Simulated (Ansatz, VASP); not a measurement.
## One calculation of Co, two programs

Contents of INCAR:

```
SYSTEM = Co
PREC = Accurate
ENCUT = 520
EDIFF = 1E-6
ISMEAR = -5
SIGMA = 0.1
LREAL = .FALSE.
LASPH = .TRUE.
NELM = 150
ALGO = Normal
ISIF = 2
LWAVE = .FALSE.
LCHARG = .FALSE.
ISPIN = 2
MAGMOM = 2
LORBIT = 11
LMAXMIX = 4
LDAU = .TRUE.
LDAUTYPE = 2
LDAUL = 2
LDAUU = 2
LDAUJ = 0
LDAUPRINT = 1
GGA = PE
NBANDS = 14
```

File KPOINTS:

```
Automatic mesh
0
G
  13 13 13
  0 0 0
```

POSCAR

```
Co
1.0
   -1.4023200000      1.4023200000      1.4023200000
    1.4023200000     -1.4023200000      1.4023200000
    1.4023200000      1.4023200000     -1.4023200000
Co
1
Direct
    0.0000000000      0.0000000000      0.0000000000
```

The input input.yaml:

```yaml
crystal:
  lattice:
    - [-1.40232, 1.40232, 1.40232]
    - [1.40232, -1.40232, 1.40232]
    - [1.40232, 1.40232, -1.40232]
  atoms:
    - { symbol: Co, position: [0.0, 0.0, 0.0], spin: 2.0 }
hamiltonian:
  xc: pbe
  pseudopotentials: { kind: paw, source: jth }
  hubbard: { sites: [{ species: Co, l: d, u_eff: 2.0 }], double_counting: fll }
magnetization:
  spin_polarized: true
kpoints:
  mp_grid: { grid: [13, 13, 13] }
scf:
  occupations: { method: tetrahedron }
output:
  forces: true
  stress: true
```

Alike in both runs: task single point; functional PBE; k mesh 13 × 13 × 13; occupations tetrahedron; collinear spin; Hubbard terms Co d U = 2.0 eV.

|  | VASP | Ansatz |
| --- | --- | --- |
| version | VASP 6.6.1 | Ansatz 0.2.0 |
| potentials or method | VASP PAW PBE potentials, release 64 (Co) | JTH PAW |
| plane-wave cutoff (eV) | 520 | 1320 |
| valence electrons in the cell | 9 | 17 |

VASP gave:

```
gap on the k mesh at the Fermi level (eV)                     : none
pressure (GPa)                                                : 3.4
net moment per atom (μB)                                      : 1.86
size of the moment on the site where the two differ most (μB) : 1.91
```

What did Ansatz give for the same quantities?

gap on the k mesh at the Fermi level (eV): none; pressure (GPa): 7.2; net moment per atom (μB): 1.85; size of the moment on the site where the two differ most (μB): 1.93.

Site moments also hang on the region over which each program counts them. The programs project onto different local orbitals, so the same U acts differently, and such runs can settle in different states. A gap of «none» marks a metal or a gap that the smearing closes. VASP's potentials hold 9 valence electrons a cell and Ansatz's 17, so a difference there can come from the potentials and not from the codes.

Noted on Ansatz's run: the magnetic or orbital state may not be the lowest.
